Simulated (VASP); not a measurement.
# TiO2 (TiO2, measured cell) (I4_1/amd) in VASP: single point with r2SCAN

Aim: the single point of TiO2 (TiO2, measured cell) with r2SCAN.

Everything below comes from runs of VASP 6.6.1. Logs are shortened: lines on timing, memory, paths and dates and some standing lists are left out, and cuts for length are marked.

### Step 1. The cell of the first run

Symmetry: I4_1/amd, No. 141, tetragonal system. The conventional cell has a = 3.784 Å, b = 3.784 Å, c = 9.515 Å, α = 90.00°, β = 90.00°, γ = 90.00°. Ti (site symmetry -4m2) has 6 O at 1.93 to 1.98 Å within 2.6 Å. O (site symmetry 2mm) has 3 Ti at 1.93 to 1.98 Å and 2 O at 2.47 Å within 2.6 Å.

### Step 2. Single point, r2SCAN

The input, POSCAR:

```
TiO2
1.0
   -1.8921000000      1.8921000000      4.7573000000
    1.8921000000     -1.8921000000      4.7573000000
    1.8921000000      1.8921000000     -4.7573000000
Ti O
2 4
Direct
    0.0000000000      0.0000000000      0.0000000000
    0.7500000000      0.2500000000      0.5000000000
    0.2081589599      0.2081589599      0.0000000000
    0.9581589599      0.4581589599      0.5000000000
    0.5418410401      0.0418410401      0.5000000000
    0.7918410401      0.7918410401      0.0000000000
```

The input, INCAR.step1:

```
SYSTEM = TiO2
ALGO = Normal
EDIFF = 1E-4
ENCUT = 520
GGA = PE
ISMEAR = 0
LASPH = .True.
LCHARG = .False.
LREAL = .False.
LWAVE = .True.
NBANDS = 33
NELM = 80
PREC = Accurate
SIGMA = 0.01
```

The input, INCAR.step2:

```
SYSTEM = TiO2
ALGO = Normal
EDIFF = 1E-7
ENCUT = 520
ISIF = 2
ISMEAR = 0
ISTART = 1
LASPH = .True.
LCHARG = .False.
LMIXTAU = .True.
LREAL = .False.
LWAVE = .False.
METAGGA = R2SCAN
NBANDS = 33
NELM = 80
PREC = Accurate
SIGMA = 0.01
```

The input, KPOINTS:

```
k-points
0
Gamma
  7 7 7
  0 0 0
```

Potentials or basis: VASP PAW PBE potentials, release 64 (Ti_sv, O).

Run with:

```sh
cat potpaw_PBE.64/Ti_sv/POTCAR potpaw_PBE.64/O/POTCAR > POTCAR
cp INCAR.step1 INCAR
mpirun -np 1 vasp_std > vasp.out
cp INCAR.step2 INCAR
mpirun -np 1 vasp_std > vasp.out
```

OUTCAR:

```text
SYSTEM = TiO2
   EDIFF = 1E-7
   ENCUT = 520
   ISIF = 2
   ISMEAR = 0
   ISTART = 1
   LASPH = .True.
   LREAL = .False.
   METAGGA = R2SCAN
   NELM = 80
   PREC = Accurate

 ion  position               nearest neighbor table
   1  0.000  0.000  0.000-   4 1.93   5 1.93   5 1.93   4 1.93   3 1.98   6 1.98
   2  0.750  0.250  0.500-   3 1.93   6 1.93   6 1.93   3 1.93   4 1.98   5 1.98
   3  0.208  0.208  0.000-   2 1.93   2 1.93   1 1.98
   4  0.958  0.458  0.500-   1 1.93   1 1.93   2 1.98
   5  0.542  0.042  0.500-   1 1.93   1 1.93   2 1.98
   6  0.792  0.792  0.000-   2 1.93   2 1.93   1 1.98

  LATTYP: Found a body centered tetragonal cell.
 ALAT       =     3.7842000000
 C/A-ratio  =     2.5142962846

  Lattice vectors:

 A1 = (  -1.8921000000,   1.8921000000,   4.7573000000)
 A2 = (   1.8921000000,  -1.8921000000,   4.7573000000)
 A3 = (   1.8921000000,   1.8921000000,  -4.7573000000)

Analysis of symmetry for initial positions (statically):
=====================================================================
 Subroutine PRICEL returns:
 Original cell was already a primitive cell.

 Routine SETGRP: Setting up the symmetry group for a
 body centered tetragonal supercell.

 Subroutine GETGRP returns: Found 16 space group operations
 (whereof  8 operations were pure point group operations)
 out of a pool of 16 trial point group operations.

The static configuration has the point symmetry D_2d.
 The point group associated with its full space group is D_4h.

Analysis of symmetry for dynamics (positions and initial velocities):
=====================================================================
 Subroutine PRICEL returns:
 Original cell was already a primitive cell.

 Routine SETGRP: Setting up the symmetry group for a
 body centered tetragonal supercell.

 Subroutine GETGRP returns: Found 16 space group operations
 (whereof  8 operations were pure point group operations)
 out of a pool of 16 trial point group operations.

The dynamic configuration has the point symmetry D_2d.
 The point group associated with its full space group is D_4h.

 Subroutine INISYM returns: Found 16 space group operations
 (whereof  8 operations are pure point group operations),
 and found     1 'primitive' translations

----------------------------------------------------------------------------------------

                                     Primitive cell

  volume of cell :      68.1253

  direct lattice vectors                    reciprocal lattice vectors
    -1.892100000  1.892100000  4.757300000     0.000000000  0.264256646  0.105101633
     1.892100000 -1.892100000  4.757300000     0.264256646  0.000000000  0.105101633
     1.892100000  1.892100000 -4.757300000     0.264256646  0.264256646  0.000000000

  length of vectors
     5.458203744  5.458203744  5.458203744     0.284390450  0.284390450  0.373715333

  position of ions in fractional coordinates (direct lattice)
     0.000000000  0.000000000  0.000000000
     0.750000000  0.250000000  0.500000000
     0.208158960  0.208158960  0.000000000
     0.958158960  0.458158960  0.500000000
     0.541841040  0.041841040  0.500000000
     0.791841040  0.791841040  0.000000000

  ion indices of the primitive-cell ions
   primitive index   ion index
                 1           1
                 2           2
                 3           3
                 4           4
                 5           5
                 6           6

----------------------------------------------------------------------------------------

 KPOINTS: k-points

Automatic generation of k-mesh.
 Grid dimensions read from file:
 generate k-points for:    7    7    7

 Generating k-lattice:

  Cartesian coordinates                     Fractional coordinates (reciprocal lattice)
     0.000000000  0.037750949  0.015014519     0.142857143  0.000000000  0.000000000
     0.037750949  0.000000000  0.015014519     0.000000000  0.142857143  0.000000000
     0.037750949  0.037750949  0.000000000     0.000000000  0.000000000  0.142857143

  Length of vectors
     0.040627207  0.040627207  0.053387905

  Shift w.r.t. Gamma in fractional coordinates (k-lattice)
     0.000000000  0.000000000  0.000000000

 Subroutine IBZKPT returns following result:
 ===========================================

 Found     40 irreducible k-points:

 Following reciprocal coordinates:
            Coordinates               Weight
  0.000000  0.000000  0.000000      1.000000
  0.142857  0.000000  0.000000      8.000000
  0.285714  0.000000  0.000000      8.000000
  0.428571 -0.000000  0.000000      8.000000
  0.142857  0.142857  0.000000      8.000000
  0.285714  0.142857  0.000000     16.000000
[... 16 lines left out ...]
 -0.142857  0.285714  0.142857      8.000000
 -0.428571  0.428571  0.142857      8.000000
 [... further k-points ...]
   k-points           NKPTS =     40   k-points in BZ     NKDIM =     40   number of bands    NBANDS=     33
   number of dos      NEDOS =    301   number of ions     NIONS =      6
   total plane-waves  NPLWV =  74088
   dimension x,y,z NGX =    42 NGY =   42 NGZ =   42
   dimension x,y,z NGXF=    84 NGYF=   84 NGZF=   84
   ions per type =               2   4
   NGX,Y,Z   is equivalent  to a cutoff of  12.79, 12.79, 12.79 a.u.
   NGXF,Y,Z  is equivalent  to a cutoff of  25.58, 25.58, 25.58 a.u.
 SYSTEM =  TiO2
   PREC   = accura    normal or accurate (medium, high low for compatibility)
   ISTART =      1    job   : 0-new  1-cont  2-samecut
   ICHARG =      0    charge: 1-file 2-atom 10-const
   ISPIN  =      1    spin polarized calculation?
   LNONCOLLINEAR =      F non collinear calculations
   LSORBIT =      F    spin-orbit coupling
   LASPH  =      T    aspherical Exc in radial PAW
   ENCUT  =  520.0 eV  38.22 Ry    6.18 a.u.  10.15 10.15 10.15*2*pi/ulx,y,z
   NELM   =     80;   NELMIN=  2; NELMDL=  0     # of ELM steps
   EDIFF  = 0.1E-06   stopping-criterion for ELM
   LREAL  =      F    real-space projection
   EDIFFG = 0.1E-05   stopping-criterion for IOM
   NSW    =      0    number of steps for IOM
   IBRION =     -1    ionic relax: 0-MD 1-quasi-New 2-CG
   NFREE  =      0    steps in history (QN), initial steepest desc. (CG)
   ISIF   =      2    stress and relaxation
   ISYM   =      2    0-nonsym 1-usesym 2-fastsym
   POTIM  = 0.5000    time-step for ionic-motion
   TEBEG  =    0.0;   TEEND  =   0.0 temperature during run
   PSTRESS=    0.0 pullay stress
   NELECT =      48.0000    total number of electrons
   NUPDOWN=      -1.0000    fix difference up-down
   EMIN   =  10.00;   EMAX   =-10.00  energy-range for DOS
   EFERMI =   0.00;   METHOD = LEGACY
   ISMEAR =     0;   SIGMA  =   0.01  broadening in eV -4-tet -1-fermi 0-gaus
   EFERMI_NEDOS =   21; number of points for ismear=-14 and -15
   IALGO  =     38    algorithm
   IMIX   =      4    mixing-type and parameters
     AMIX     =   0.40;   BMIX     =  1.00
     AMIX_MAG =   1.60;   BMIX_MAG =  1.00
  volume/ion in A,a.u.               =      11.35        76.62
  Fermi-wavevector in a.u.,A,eV,Ry     =   1.456752  2.752862 28.873289  2.122127
  Thomas-Fermi vector in A             =   2.573634
   LORBIT       =      0    0 simple, 1 ext, 2 COOP (PROOUT), +10 PAW based schemes
   METAGGA = R2SCAN    functional components
   LHFCALC =     F    Hartree Fock is set to
   AEXX    =    0.0000 exact exchange contribution
   IVDW    =     0    specifies the selected vdW correction
   LEPSILON=     F    determine dielectric tensor
   LRPA    =     F    only Hartree local field effects (RPA)
 non-spin polarized calculation
 Gauss-broadening in eV      SIGMA  =   0.01
  energy-cutoff  :      520.00
  volume of cell :       68.13
 maximum number of plane-waves:      1850
 NGX is ok and might be reduce to    42
   NGX = 21   NGY = 21   NGZ = 21

 number of electron      47.9999989 magnetization

 Free energy of the ion-electron system (eV)
  ---------------------------------------------------
  ext. energy  EPLUGINS =         0.00000000
  ---------------------------------------------------
  free energy    TOTEN  =       -69.85567501 eV

  energy without entropy =      -69.85567501  energy(sigma->0) =      -69.85567501

 E-fermi :   3.1477     XC(G=0): -11.4699

 val. band max:        3.0616519842   @ k =  -0.4286   0.4286   0.0000
 cond. band min:       5.5823918185   @ k =   0.0000   0.0000   0.0000
 fundamental gap:      2.5207398344
 Fermi energy:         3.1476642247

 k-point     1 :       0.0000    0.0000    0.0000
  band No.  band energies     occupation
      1     -55.5338      2.00000
      2     -55.4722      2.00000
      3     -30.9573      2.00000
      4     -30.7050      2.00000
      5     -30.7050      2.00000
      6     -30.6327      2.00000
[... 25 lines left out ...]
     32       8.6944      0.00000
     33       8.7121      0.00000

 k-point     2 :       0.1429    0.0000    0.0000
  band No.  band energies     occupation
      1     -55.5311      2.00000
      2     -55.4740      2.00000
      3     -30.9522      2.00000
      4     -30.7332      2.00000
      5     -30.7068      2.00000
      6     -30.6440      2.00000
[... 25 lines left out ...]
     32       8.9079      0.00000
     33       9.2421      0.00000

 k-point     3 :       0.2857    0.0000    0.0000
  band No.  band energies     occupation
      1     -55.5242      2.00000
      2     -55.4789      2.00000
      3     -30.9413      2.00000
      4     -30.7930      2.00000
      5     -30.7104      2.00000
      6     -30.6642      2.00000
[... 25 lines left out ...]
     32       9.2985      0.00000
     33       9.7792      0.00000

 k-point     4 :       0.4286   -0.0000    0.0000
  band No.  band energies     occupation
      1     -55.5172      2.00000
      2     -55.4843      2.00000
      3     -30.9319      2.00000
      4     -30.8417      2.00000
      5     -30.7129      2.00000
      6     -30.6732      2.00000
[... 25 lines left out ...]
     32       9.4626      0.00000
     33      10.0214      0.00000

 k-point     5 :       0.1429    0.1429    0.0000
  band No.  band energies     occupation
      1     -55.5271      2.00000
      2     -55.4771      2.00000
      3     -30.9393      2.00000
      4     -30.7514      2.00000
      5     -30.7236      2.00000
      6     -30.6509      2.00000
[... 604 lines left out ...]
 k-point    22 :      -0.2857    0.2857    0.1429
  band No.  band energies     occupation
      1     -55.5175      2.00000
      2     -55.4830      2.00000
      3     -30.9474      2.00000
      4     -30.8323      2.00000
      5     -30.7285      2.00000
      6     -30.6990      2.00000
[... 25 lines left out ...]
     32       9.9973      0.00000
     33      10.2434      0.00000

 k-point    23 :      -0.1429    0.2857    0.1429
  band No.  band energies     occupation
      1     -55.5192      2.00000
      2     -55.4822      2.00000
      3     -30.9462      2.00000
      4     -30.8271      2.00000
      5     -30.7112      2.00000
      6     -30.6851      2.00000
[... 25 lines left out ...]
     32       9.4327      0.00000
     33      10.1436      0.00000

 k-point    24 :      -0.4286    0.4286    0.1429
  band No.  band energies     occupation
      1     -55.5054      2.00000
      2     -55.4931      2.00000
      3     -30.9197      2.00000
      4     -30.8752      2.00000
      5     -30.7509      2.00000
      6     -30.7342      2.00000
[... 25 lines left out ...]
     32       9.8811      0.00000
     33      10.8915      0.00000

 [... further k-points ...]

------------------------ aborting loop because EDIFF is reached ----------------------------------------

  FORCE on cell =-STRESS in cart. coord.  units (eV):
  Direction    XX          YY          ZZ          XY          YZ          ZX
  --------------------------------------------------------------------------------------
  -------------------------------------------------------------------------------------
  Total        0.6385860      0.6385860      0.9156892      0.0000000      0.0000000      0.0000000
  in kB       15.0183182     15.0183182     21.5352539      0.0000000      0.0000000      0.0000000
  external PRESSURE =      17.1906301 kB  Pullay stress =       0.0000000 kB

 VOLUME and BASIS-vectors are now :
 -----------------------------------------------------------------------------
  energy-cutoff  :      520.00
  volume of cell :       68.13
      direct lattice vectors                 reciprocal lattice vectors
    -1.892100000  1.892100000  4.757300000     0.000000000  0.264256646  0.105101633
     1.892100000 -1.892100000  4.757300000     0.264256646  0.000000000  0.105101633
     1.892100000  1.892100000 -4.757300000     0.264256646  0.264256646  0.000000000

 POSITION                                       TOTAL-FORCE (eV/Angst)
 -----------------------------------------------------------------------------------
      0.00000      0.00000      0.00000         0.000000      0.000000      0.000000
      0.00000      1.89210      2.37865         0.000000      0.000000      0.000000
      0.00000      0.00000      1.98055        -0.000000     -0.000000      0.028985
      0.00000      1.89210      4.35920        -0.000000     -0.000000      0.028985
     -0.00000      1.89210      0.39810         0.000000      0.000000     -0.028985
      0.00000      0.00000      7.53405        -0.000000     -0.000000     -0.028985
 -----------------------------------------------------------------------------------
    total drift:                                0.000000      0.000000      0.000000

  FREE ENERGIE OF THE ION-ELECTRON SYSTEM (eV)
  ---------------------------------------------------
  free  energy   TOTEN  =       -69.8556750063 eV

  energy  without entropy=      -69.8556750063  energy(sigma->0) =      -69.85567501
```

It took 17 min on 1 thread of AMD EPYC 7R43 (Zen 3), shared host; peak memory 0.27 GiB.

Results:

```
Free energy            : -69.8557 eV
Pressure               : 1.7 GPa
Largest force          : 0.029 eV/Å
Band gap on the k mesh : 2.52 eV, indirect (least direct gap 2.89 eV)
```

Forces on the atoms (eV/Å):
```
Ti   0.000  0.000  0.000
Ti   0.000  0.000  0.000
O    0.000  0.000  0.029
O    0.000  0.000  0.029
O    0.000  0.000 -0.029
O    0.000  0.000 -0.029
```

Levels at points of the mesh, in eV from the valence-band top:
```tsv
k point	band 21	band 22	band 23	band 24	band 25	band 26	band 27	band 28
(0.00, 0.00, 0.00)	-0.79	-0.79	-0.50	-0.50	2.52	3.27	4.40	4.40
```

Caveat: the PAW data sets were made with another functional, which shifts forces and pressure a little. A k mesh can miss the band edges.
